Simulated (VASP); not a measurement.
# ZnS7 (R3m) in VASP: further runs

The runs below take ZnS7 through single point, relaxation of cell and atoms, with PBE.

Program: VASP 6.6.1. These are calculated values, not measurements. Logs are shortened: lines on timing, memory, paths and dates and some standing lists are left out, and cuts for length are marked.

## 1. The cell of the first run

It takes space group R3m (No. 160, trigonal). The conventional cell has a = 9.243 Å, b = 9.243 Å, c = 8.440 Å, α = 90.00°, β = 90.00°, γ = 120.00°. Within 2.8 Å of Zn (site symmetry 3m) lie 4 S at 2.13 to 2.64 Å. S (site symmetry m) has 2 S at 2.11 Å and 1 Zn at 2.64 Å within 2.8 Å. Within 2.8 Å of S (site symmetry m) lie 2 S at 2.11 Å. S (site symmetry 3m) has 1 Zn at 2.13 Å within 2.8 Å.

## 2. Single point, PBE

The input, INCAR:

```
SYSTEM = ZnS7
ALGO = Normal
EDIFF = 1E-7
ENCUT = 520
GGA = PE
ISIF = 2
ISMEAR = 0
LASPH = .TRUE.
LCHARG = .FALSE.
LREAL = .FALSE.
LWAVE = .FALSE.
NBANDS = 37
NELM = 100
PREC = Accurate
SIGMA = 0.2
```

The input, KPOINTS:

```
k-points
0
G
  3 3 3
  0 0 0
```

The input, POSCAR:

```
ZnS7
1.0
    4.6212910718      2.6681036443      2.8133577393
   -4.6212910718      2.6681036443      2.8133577393
    0.0000000000     -5.3362072886      2.8133577393
Zn S
1 7
Direct
    0.7221239183      0.7221239183      0.7221239183
    0.8258212804      0.8258212804      0.1760377143
    0.1670693744      0.7916328912      0.1670693744
    0.1760377143      0.8258212804      0.8258212804
    0.1670693744      0.1670693744      0.7916328912
    0.8258212804      0.1760377143      0.8258212804
    0.7916328912      0.1670693744      0.1670693744
    0.4694241666      0.4694241666      0.4694241666
```

Potentials or basis: VASP PAW PBE potentials, release 64 (Zn, S).

Command:

```console
> cat potpaw_PBE.64/Zn/POTCAR potpaw_PBE.64/S/POTCAR > POTCAR
> mpirun -np 1 vasp_std > vasp.out
```

OUTCAR:

```text
SYSTEM = ZnS7
   EDIFF = 1E-7
   ENCUT = 520
   GGA = PE
   ISIF = 2
   ISMEAR = 0
   LASPH = .TRUE.
   LREAL = .FALSE.
   NELM = 100
   PREC = Accurate

 ion  position               nearest neighbor table
   1  0.722  0.722  0.722-   8 2.13   2 2.64   6 2.64   4 2.64
   2  0.826  0.826  0.176-   3 2.11   7 2.11   1 2.64
   3  0.167  0.792  0.167-   4 2.11   2 2.11
   4  0.176  0.826  0.826-   3 2.11   5 2.11   1 2.64
   5  0.167  0.167  0.792-   4 2.11   6 2.11
   6  0.826  0.176  0.826-   7 2.11   5 2.11   1 2.64
   7  0.792  0.167  0.167-   6 2.11   2 2.11
   8  0.469  0.469  0.469-   1 2.13

  LATTYP: Found a trigonal (rhomboedric) cell.
 ALAT       =     6.0324199121
 COS(alpha) =    -0.1737443448

  Lattice vectors:

 A1 = (   4.6212910718,   2.6681036443,   2.8133577393)
 A2 = (  -4.6212910718,   2.6681036443,   2.8133577393)
 A3 = (   0.0000000000,  -5.3362072886,   2.8133577393)

Analysis of symmetry for initial positions (statically):
=====================================================================
 Subroutine PRICEL returns:
 Original cell was already a primitive cell.

 Routine SETGRP: Setting up the symmetry group for a
 trigonal (rhombohedral) supercell.

 Subroutine GETGRP returns: Found  6 space group operations
 (whereof  6 operations were pure point group operations)
 out of a pool of 12 trial point group operations.

The static configuration has the point symmetry C_3v.

Analysis of symmetry for dynamics (positions and initial velocities):
=====================================================================
 Subroutine PRICEL returns:
 Original cell was already a primitive cell.

 Routine SETGRP: Setting up the symmetry group for a
 trigonal (rhombohedral) supercell.

 Subroutine GETGRP returns: Found  6 space group operations
 (whereof  6 operations were pure point group operations)
 out of a pool of 12 trial point group operations.

The dynamic configuration has the point symmetry C_3v.

 Subroutine INISYM returns: Found  6 space group operations
 (whereof  6 operations are pure point group operations),
 and found     1 'primitive' translations

----------------------------------------------------------------------------------------

                                     Primitive cell

  volume of cell :     208.1336

  direct lattice vectors                    reciprocal lattice vectors
     4.621291072  2.668103644  2.813357739     0.108194873  0.062466339  0.118482384
    -4.621291072  2.668103644  2.813357739    -0.108194873  0.062466339  0.118482384
     0.000000000 -5.336207289  2.813357739     0.000000000 -0.124932678  0.118482384

  length of vectors
     6.032419912  6.032419912  6.032419912     0.172180863  0.172180863  0.172180863

  position of ions in fractional coordinates (direct lattice)
     0.722123918  0.722123918  0.722123918
     0.825821280  0.825821280  0.176037714
     0.167069374  0.791632891  0.167069374
     0.176037714  0.825821280  0.825821280
     0.167069374  0.167069374  0.791632891
     0.825821280  0.176037714  0.825821280
     0.791632891  0.167069374  0.167069374
     0.469424167  0.469424167  0.469424167

  ion indices of the primitive-cell ions
   primitive index   ion index
                 1           1
                 2           2
                 3           3
                 4           4
                 5           5
                 6           6
                 7           7
                 8           8

----------------------------------------------------------------------------------------

 KPOINTS: k-points

Automatic generation of k-mesh.
 Grid dimensions read from file:
 generate k-points for:    3    3    3

 Generating k-lattice:

  Cartesian coordinates                     Fractional coordinates (reciprocal lattice)
     0.036064958  0.020822113  0.039494128     0.333333333  0.000000000 -0.000000000
    -0.036064958  0.020822113  0.039494128     0.000000000  0.333333333 -0.000000000
     0.000000000 -0.041644226  0.039494128    -0.000000000 -0.000000000  0.333333333

  Length of vectors
     0.057393621  0.057393621  0.057393621

  Shift w.r.t. Gamma in fractional coordinates (k-lattice)
     0.000000000  0.000000000  0.000000000

 Subroutine IBZKPT returns following result:
 ===========================================

 Found      6 irreducible k-points:

 Following reciprocal coordinates:
            Coordinates               Weight
  0.000000  0.000000  0.000000      1.000000
  0.333333 -0.000000  0.000000      6.000000
  0.333333  0.333333  0.000000      6.000000
 -0.333333  0.333333  0.000000      6.000000
  0.333333  0.333333  0.333333      2.000000
 -0.333333  0.333333  0.333333      6.000000
   k-points           NKPTS =      6   k-points in BZ     NKDIM =      6   number of bands    NBANDS=     37
   number of dos      NEDOS =    301   number of ions     NIONS =      8
   total plane-waves  NPLWV = 110592
   dimension x,y,z NGX =    48 NGY =   48 NGZ =   48
[... 39 lines left out ...]
   GGA     = PE    functional components
   LHFCALC =     F    Hartree Fock is set to
   AEXX    =    0.0000 exact exchange contribution
   IVDW    =     0    specifies the selected vdW correction
   LEPSILON=     F    determine dielectric tensor
   LRPA    =     F    only Hartree local field effects (RPA)
 non-spin polarized calculation
 Gauss-broadening in eV      SIGMA  =   0.20
  energy-cutoff  :      520.00
  volume of cell :      208.13
 maximum number of plane-waves:      5639
 NGX is ok and might be reduce to    48
   NGX = 23   NGY = 23   NGZ = 23

 number of electron      54.0000001 magnetization

 Free energy of the ion-electron system (eV)
  ---------------------------------------------------
  ext. energy  EPLUGINS =         0.00000000
  ---------------------------------------------------
  free energy    TOTEN  =       -28.73396697 eV

  energy without entropy =      -28.73382057  energy(sigma->0) =      -28.73389377

 E-fermi :   2.5688     XC(G=0):  -8.2511

 val. band max:        2.0905602172   @ k =   0.0000   0.0000   0.0000
 cond. band min:       3.0781444068   @ k =  -0.3333   0.3333   0.0000
 fundamental gap:      0.9875841896
 Fermi energy:         2.5687861316

 k-point     1 :       0.0000    0.0000    0.0000
  band No.  band energies     occupation
      1     -15.0874      2.00000
      2     -13.4128      2.00000
      3     -13.4128      2.00000
      4     -10.2042      2.00000
      5     -10.2042      2.00000
      6      -8.6366      2.00000
[... 29 lines left out ...]
     36       7.5514      0.00000
     37       8.2580      0.00000

 k-point     2 :       0.3333   -0.0000    0.0000
  band No.  band energies     occupation
      1     -15.0439      2.00000
      2     -13.4914      2.00000
      3     -13.3915      2.00000
      4     -10.2858      2.00000
      5     -10.1840      2.00000
      6      -8.6901      2.00000
[... 29 lines left out ...]
     36       7.5613      0.00000
     37       8.3310      0.00000

 k-point     3 :       0.3333    0.3333    0.0000
  band No.  band energies     occupation
      1     -15.0008      2.00000
      2     -13.5182      2.00000
      3     -13.4192      2.00000
      4     -10.3301      2.00000
      5     -10.2133      2.00000
      6      -8.6866      2.00000
[... 29 lines left out ...]
     36       7.3627      0.00000
     37       8.3431      0.00000

 k-point     4 :      -0.3333    0.3333    0.0000
  band No.  band energies     occupation
      1     -15.0026      2.00000
      2     -13.5163      2.00000
      3     -13.4179      2.00000
      4     -10.3334      2.00000
      5     -10.2156      2.00000
      6      -8.6309      2.00000
[... 29 lines left out ...]
     36       7.4079      0.00000
     37       8.4644      0.00000

 k-point     5 :       0.3333    0.3333    0.3333
  band No.  band energies     occupation
      1     -14.9580      2.00000
      2     -13.4955      2.00000
      3     -13.4955      2.00000
      4     -10.3008      2.00000
      5     -10.3008      2.00000
      6      -8.7321      2.00000
[... 29 lines left out ...]
     36       7.1065      0.00000
     37       8.4143      0.00000

 k-point     6 :      -0.3333    0.3333    0.3333
  band No.  band energies     occupation
      1     -14.9611      2.00000
      2     -13.4929      2.00000
      3     -13.4916      2.00000
      4     -10.3158      2.00000
      5     -10.3077      2.00000
      6      -8.6311      2.00000
[... 29 lines left out ...]
     36       7.0196      0.00000
     37       8.7863      0.00000

------------------------ aborting loop because EDIFF is reached ----------------------------------------

  FORCE on cell =-STRESS in cart. coord.  units (eV):
  Direction    XX          YY          ZZ          XY          YZ          ZX
  --------------------------------------------------------------------------------------
  -------------------------------------------------------------------------------------
  Total       -0.9584199     -0.9584199      0.3282390      0.0000000     -0.0000000     -0.0000000
  in kB       -7.3777544     -7.3777544      2.5267284      0.0000000     -0.0000000     -0.0000000
  external PRESSURE =      -4.0762601 kB  Pullay stress =       0.0000000 kB

 VOLUME and BASIS-vectors are now :
 -----------------------------------------------------------------------------
  energy-cutoff  :      520.00
  volume of cell :      208.13
      direct lattice vectors                 reciprocal lattice vectors
     4.621291072  2.668103644  2.813357739     0.108194873  0.062466339  0.118482384
    -4.621291072  2.668103644  2.813357739    -0.108194873  0.062466339  0.118482384
     0.000000000 -5.336207289  2.813357739     0.000000000 -0.124932678  0.118482384

 POSITION                                       TOTAL-FORCE (eV/Angst)
 -----------------------------------------------------------------------------------
      0.00000      0.00000      6.09478        -0.000000      0.000000     -0.050102
      0.00000      3.46738      5.14192        -0.000000      0.079801      0.029560
     -2.88629      1.66640      3.16720        -0.147857      0.085365     -0.025046
     -3.00284     -1.73369      5.14192        -0.069110     -0.039900      0.029560
      0.00000     -3.33280      3.16720        -0.000000     -0.170731     -0.025046
      3.00284     -1.73369      5.14192         0.069110     -0.039900      0.029560
      2.88629      1.66640      3.16720         0.147857      0.085365     -0.025046
      0.00000      0.00000      3.96197        -0.000000      0.000000      0.036559
 -----------------------------------------------------------------------------------
    total drift:                               -0.000000      0.000000      0.001906

  FREE ENERGIE OF THE ION-ELECTRON SYSTEM (eV)
  ---------------------------------------------------
  free  energy   TOTEN  =       -28.7339669668 eV

  energy  without entropy=      -28.7338205685  energy(sigma->0) =      -28.73389377
```

Wall time 57 s (1 thread of Intel Xeon Platinum 8259CL at 2.50GHz (Skylake/Cascade Lake), shared host); peak memory 0.31 GiB.

Results:

```
Free energy            : -28.7340 eV
Pressure               : -0.4 GPa
Largest force          : 0.173 eV/Å
Band gap on the k mesh : 0.99 eV (least direct gap 1.04 eV)
```

Forces on the atoms (eV/Å):
```
Zn   0.000  0.000 -0.050
S    0.000  0.080  0.030
S   -0.148  0.085 -0.025
S   -0.069 -0.040  0.030
S    0.000 -0.171 -0.025
S    0.069 -0.040  0.030
S    0.148  0.085 -0.025
S    0.000  0.000  0.037
```

Caveat: an odd mesh through Γ misses points on the zone boundary, where band edges can lie.

## 3. Relaxation of cell and atoms, PBE

This run uses another cell than the first one, of 21.42 Å³/atom.

The input, INCAR:

```
  PREC = Accurate
  ENCUT = 600
  EDIFF = 1E-6
  ISMEAR = 0
  SIGMA = 0.2
  LREAL = False
  LASPH = True
  NELM = 80
  ALGO = Normal
  ISIF = 3
  LWAVE = False
  LCHARG = False
  GGA = PE
  IBRION = 2
  NSW = 36
  EDIFFG = -0.08
```

The input, KPOINTS:

```
Automatic mesh
0
Gamma
  3 3 3
```

The input, POSCAR:

```
ZnS7
1.0
    4.5400000000      2.6211702200      2.4000000000
   -4.5400000000      2.6211702200      2.4000000000
    0.0000000000     -5.2423404400      2.4000000000
Zn S
1 7
Direct
    0.7250000000      0.7250000000      0.7250000000
    0.8193000000      0.8193000000      0.1724000000
    0.1807000000      0.8276000000      0.1807000000
    0.1724000000      0.8193000000      0.8193000000
    0.1807000000      0.1807000000      0.8276000000
    0.8193000000      0.1724000000      0.8193000000
    0.8276000000      0.1807000000      0.1807000000
    0.4200000000      0.4200000000      0.4200000000
```

Potentials or basis: VASP PAW PBE potentials, release 64 (Zn, S).

Command:

```console
> cat potpaw_PBE.64/Zn/POTCAR potpaw_PBE.64/S/POTCAR > POTCAR
> mpirun -np 1 vasp_std > vasp.out
```

Wall time 11 min (1 thread of Intel Xeon Platinum 8259CL at 2.50GHz (Skylake/Cascade Lake), shared host); peak memory 0.33 GiB.

It converged, with:

- Free energy: -28.7389 eV
- Relaxed volume: 26.89 Å³/atom
- Relaxed cell: a = 6.089 Å, b = 6.089 Å, c = 6.089 Å, α = 99.57°, β = 99.57°, γ = 99.57°
- Space group after relaxing (to 0.1 Å): R3m (No. 160)
- Energy gained by relaxing: 127.7 meV/atom
- Ionic steps: 22
- Pressure after relaxing: -0.1 GPa
- Largest force after relaxing: 0.047 eV/Å
- Band gap on the k mesh: 1.04 eV (least direct gap 1.09 eV)

Forces in eV/Å, atoms in the order of the input:
```
Zn   0.000  0.000 -0.030
S    0.000 -0.044  0.016
S   -0.005  0.003 -0.020
S    0.038  0.022  0.016
S    0.000 -0.006 -0.020
S   -0.038  0.022  0.016
S    0.005  0.003 -0.020
S    0.000  0.000  0.041
```

Stress tensor (GPa, compression positive):
```
-0.14  0.00  0.00
 0.00 -0.14  0.00
 0.00  0.00  0.03
```

The path:
```csv
step,energy change (eV),largest force (eV/Å),pressure (GPa),volume (Å³)
1,0.0000,2.2951,6.67,171.36
2,-0.3839,1.5884,-2.73,194.45
3,-0.5083,1.1052,-0.27,186.14
4,-0.7433,0.6125,0.28,189.76
5,-0.8342,0.8737,1.01,193.45
6,-0.8803,0.9449,-0.10,200.15
7,-0.8922,0.5288,0.20,197.96
8,-0.9122,0.4573,-0.06,199.94
9,-0.9319,0.4198,-0.69,204.74
10,-0.9423,0.3561,-0.49,204.99
11,-0.9596,0.4343,0.15,205.68
12,-0.9614,0.5159,0.45,205.98
13,-0.9711,0.3768,0.36,207.15
14,-0.9856,0.3372,0.10,210.44
15,-0.9863,0.4129,0.06,211.27
16,-0.9974,0.2424,-0.21,213.05
17,-1.0007,0.1910,-0.41,214.55
18,-1.0099,0.2444,-0.08,214.22
19,-1.0132,0.3002,0.26,213.90
20,-1.0199,0.0841,0.11,214.52
21,-1.0205,0.0930,0.06,214.78
22,-1.0214,0.0468,-0.08,215.08
```

Final structure:
```
CELL_PARAMETERS angstrom
4.64962 2.68446 2.87194
-4.64962 2.68446 2.87194
0.00000 -5.36892 2.87194
ATOMIC_POSITIONS crystal
Zn 0.72158 0.72158 0.72158
S 0.82648 0.82648 0.17255
S 0.16346 0.79599 0.16346
S 0.17255 0.82648 0.82648
S 0.16346 0.16346 0.79599
S 0.82648 0.17255 0.82648
S 0.79599 0.16346 0.16346
S 0.47502 0.47502 0.47502
```

Levels at points of the mesh, in eV from the valence-band top:
```csv
k point,band 24,band 25,band 26,band 27,band 28,band 29,band 30,band 31
"(0.00, 0.00, 0.00)",-2.11,-1.45,0.00,0.00,1.81,1.81,2.09,2.93
```

Caveat: the volume moved by over 15 % at a fixed basis, so the end points are rough; an odd mesh through Γ misses points on the zone boundary, where band edges can lie; the relaxation stopped at a loose force limit of 0.08 eV/Å, so its end isn't a converged minimum.

## 4. Single point, PBE

This run uses another cell than the first one, of 26.58 Å³/atom.

The input, INCAR:

```
PREC = Accurate
ENCUT = 520
EDIFF = 1E-7
ISMEAR = 0
SIGMA = 0.02
LREAL = F
LASPH = T
NELM = 100
ALGO = Normal
ISIF = 2
LWAVE = F
LCHARG = F
GGA = PE
NBANDS = 37
```

The input, KPOINTS:

```
Automatic mesh
0
Gamma
  6 6 6
```

The input, POSCAR:

```
ZnS7
1.0
    4.5747496895      2.6412329647      2.9331221211
   -4.5747496895      2.6412329647      2.9331221211
    0.0000000000     -5.2824659294      2.9331221211
Zn S
1 7
Direct
    0.7262168966      0.7262168966      0.7262168966
    0.8225681624      0.8225681624      0.1767052932
    0.1627155685      0.7874709235      0.1627155685
    0.1767052932      0.8225681624      0.8225681624
    0.1627155685      0.1627155685      0.7874709235
    0.8225681624      0.1767052932      0.8225681624
    0.7874709235      0.1627155685      0.1627155685
    0.4840394249      0.4840394249      0.4840394249
```

Command:

```console
> cat potpaw_PBE.64/Zn/POTCAR potpaw_PBE.64/S/POTCAR > POTCAR
> mpirun -np 1 vasp_std > vasp.out
```

Wall time 3.7 min (1 thread of Intel Xeon Platinum 8259CL at 2.50GHz (Skylake/Cascade Lake), shared host); peak memory 0.43 GiB.

It converged, with:

| Property | Result |
| --- | --- |
| Free energy | -28.7527 eV |
| Pressure | -0.3 GPa |
| Largest force | 0.123 eV/Å |
| Band gap on the k mesh | 0.71 eV (least direct gap 0.82 eV) |

Forces on the atoms (eV/Å):
```
Zn   0.000  0.000 -0.009
S    0.000  0.076  0.072
S   -0.088  0.051 -0.070
S   -0.066 -0.038  0.072
S    0.000 -0.101 -0.070
S    0.066 -0.038  0.072
S    0.088  0.051 -0.070
S    0.000  0.000  0.003
```

Stress tensor (GPa, compression positive):
```
-0.39  0.00  0.00
 0.00 -0.39  0.00
 0.00  0.00 -0.14
```

Levels at points of the mesh, in eV from the valence-band top:
```
           k point  band 23  band 24  band 25  band 26  band 27  band 28  band 29  band 30  band 31  band 32
(0.00, 0.00, 0.00)    -2.08    -2.08    -1.41     0.00     0.00     1.78     1.78     2.03     2.94     2.94
(0.50, 0.00, 0.00)    -2.18    -1.78    -1.08    -0.19    -0.10     1.33     1.54     1.95     2.60     2.84
(0.50, 0.50, 0.00)    -2.12    -1.78    -1.37    -0.33    -0.12     0.71     1.23     1.90     2.24     2.75
(0.50, 0.50, 0.50)    -1.88    -1.88    -1.12    -0.62    -0.62     1.37     1.41     1.41     2.10     2.33
```

## 5. Summary

| task | cell | k mesh | cutoff (eV) | smearing | gap on the mesh (eV) | pressure (GPa) | largest force (eV/Å) |
| --- | --- | --- | --- | --- | --- | --- | --- |
| single point | a = 6.032 Å, angles 100.0°, 8 atoms, atomic positions A | 3 × 3 × 3 | 520 | gaussian 0.2 eV | 0.99 | -0.4 | 0.17 |
| relaxation of cell and atoms | relaxed from a = 5.766 Å, angles 103.9°, 8 atoms, atomic positions B | 3 × 3 × 3 | 600 | gaussian 0.2 eV | 1.04 | -0.1 | 0.05 |
| single point | a = 6.042 Å, angles 98.4°, 8 atoms, atomic positions C | 6 × 6 × 6 | 520 | gaussian 0.02 eV | 0.71 | -0.3 | 0.12 |

Alike in all rows: level PBE; potentials or basis VASP PAW PBE potentials, release 64 (Zn, S); no spin polarisation.

Caveats: an odd mesh through Γ misses points on the zone boundary, where band edges can lie (at least some runs); the volume moved by over 15 % at a fixed basis, so the end points are rough (at least some runs); the relaxation stopped at a loose force limit of 0.08 eV/Å, so its end isn't a converged minimum (at least some runs).

Absolute energies hang on the potentials; compare differences alone.
